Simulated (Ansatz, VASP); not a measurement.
# One calculation of Mg, two programs

```xyz
1
Lattice="0.0000 2.2292 2.2292 2.2292 0.0000 2.2292 2.2292 2.2292 0.0000" Properties=species:S:1:pos:R:3 pbc="T T T"
Mg    0.0000    0.0000    0.0000
```

Change from the starting cell: volume scaled by 0.98, crystal datasets.

Alike in both runs: task electric field gradients; functional LDA; k mesh 16 × 16 × 16; occupations fermi-dirac, width 0.03 eV; no spin polarisation.

|  | VASP | Ansatz |
| --- | --- | --- |
| version | VASP 6.6.1 | Ansatz 0.2.0 |
| potentials or method | VASP PAW LDA potentials, release 64 (Mg), cutoff 520 eV | all-electron PAW with datasets made for the crystal, scalar-relativistic |

|  | VASP | Ansatz | Ansatz less VASP |
| --- | --- | --- | --- |
| pressure (GPa) | -1.0 | -0.6 | +0.35 |

LDA's correlation is that of Perdew and Zunger in VASP and of Perdew and Wang (1992) in Ansatz. Ansatz ran all-electron here, and VASP with PAW potentials.
